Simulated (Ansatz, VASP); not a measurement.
LiAlH3: VASP beside Ansatz

```xyz
10
Lattice="5.1172 0.0000 0.0000 0.0000 5.1172 0.0000 0.0000 0.0000 3.6880" Properties=species:S:1:pos:R:3 pbc="T T T"
Li    0.0000    2.5586    1.8440
Li    2.5586    0.0000    1.8440
Al    2.5586    2.5586    0.0000
Al    0.0000    0.0000    0.0000
H     4.2185    1.6599    0.0000
H     3.4573    4.2185    0.0000
H     2.5586    2.5586    1.8440
H     0.8987    3.4573    0.0000
H     1.6599    0.8987    0.0000
H     0.0000    0.0000    1.8440
```

Alike in both runs: task relaxation of cell and atoms; functional PBE; k mesh 8 × 8 × 10; occupations gaussian, width 0.1 eV; no spin polarisation.

|  | VASP | Ansatz |
| --- | --- | --- |
| version | VASP 6.6.1 | Ansatz 0.2.0 |
| potentials or method | VASP PAW PBE potentials, release 64 (Li_sv, Al, H), cutoff 600 eV | scalar-relativistic, plane waves, PAW |
| valence electrons in the cell | 18 | 18 |

Ansatz gave:

- gap on the k mesh at the Fermi level, each at its own relaxed structure (eV): none
- relaxed volume (Å³/atom): 9.68
- relaxed length of the cell vector where the two differ most in proportion (Å): 5.130

**Question.** Estimate VASP's values.

**Answer.** gap on the k mesh at the Fermi level, each at its own relaxed structure (eV): none; relaxed volume (Å³/atom): 9.64; relaxed length of the cell vector where the two differ most in proportion (Å): 5.121.

A gap of «none» marks a metal or a gap that the smearing closes.

Noted on VASP's run: the cutoff is under 1.25 times that of the potentials, so the pressure is a little rough.
